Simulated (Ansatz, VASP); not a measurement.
Ga: VASP beside Ansatz

INCAR

```
PREC     = Accurate       # precision mode
ENCUT    = 520            # plane-wave cutoff, eV
EDIFF    = 1E-7           # SCF threshold, eV
ISMEAR   = -1             # smearing method
SIGMA    = 0.05           # smearing width, eV
LREAL    = F              # projectors in reciprocal space
LASPH    = T              # aspherical terms in the spheres
NELM     = 80             # most SCF steps
ALGO     = Fast           # electronic algorithm
ISIF     = 2              # what is computed and relaxed
LWAVE    = F              # write WAVECAR
LCHARG   = F              # write CHGCAR
NBANDS   = 20             # bands
```

Contents of KPOINTS:

```
Automatic mesh
0
Gamma
  10 8 7
```

POSCAR

```
Ga
1.0
    2.7408712373      0.0000000000      0.0000000000
    0.0000000000      3.2372572885      0.0000000000
   -1.3252743986      0.0000000000      3.9363439549
Ga
2
Direct
    0.1345962700      0.7500000000      0.7701668300
    0.8654037300      0.2500000000      0.2298331700
```

Contents of input.yaml:

```yaml
crystal:
  lattice:
    - [2.7408712373, 0.0, 0.0]
    - [0.0, 3.2372572885, 0.0]
    - [-1.3252743986, 0.0, 3.9363439549]
  atoms:
    - { symbol: Ga, position: [0.13459627, 0.75, 0.77016683] }
    - { symbol: Ga, position: [0.86540373, 0.25, 0.22983317] }
hamiltonian:
  xc: lda
  pseudopotentials: { kind: paw }
kpoints:
  mp_grid: { grid: [10, 8, 7] }
scf:
  occupations: { method: fermi_dirac, width: 0.05 }
output:
  forces: true
  stress: true
  eigenvalues: true
```

Alike in both runs: task single point; functional LDA; k mesh 10 × 8 × 7; occupations fermi-dirac, width 0.05 eV; no spin polarisation.

```csv
,VASP,Ansatz
version,VASP 6.6.1,Ansatz 0.2.0
potentials or method,"VASP PAW LDA potentials, release 64 (Ga_d)",Ansatz PAW
plane-wave cutoff (eV),520,420
valence electrons in the cell,26,26
```

VASP gave:

| Quantity | Value |
| --- | --- |
| gap on the k mesh at the Fermi level (eV) | none |
| pressure (GPa) | -0.2 |
| traceless stress, the component that is largest in VASP (GPa) | -0.75 |
| rms of the force components (eV/Å) | 0.046 |

Q: Estimate Ansatz's values.

A: gap on the k mesh at the Fermi level (eV): none; pressure (GPa): -0.4; traceless stress, the component that is largest in VASP (GPa): -0.74; rms of the force components (eV/Å): 0.047.

LDA's correlation is that of Perdew and Zunger in VASP and of Perdew and Wang (1992) in Ansatz. Atom by atom the forces differ by 0.000 eV/Å (rms over components). A gap of «none» marks a metal or a gap that the smearing closes.
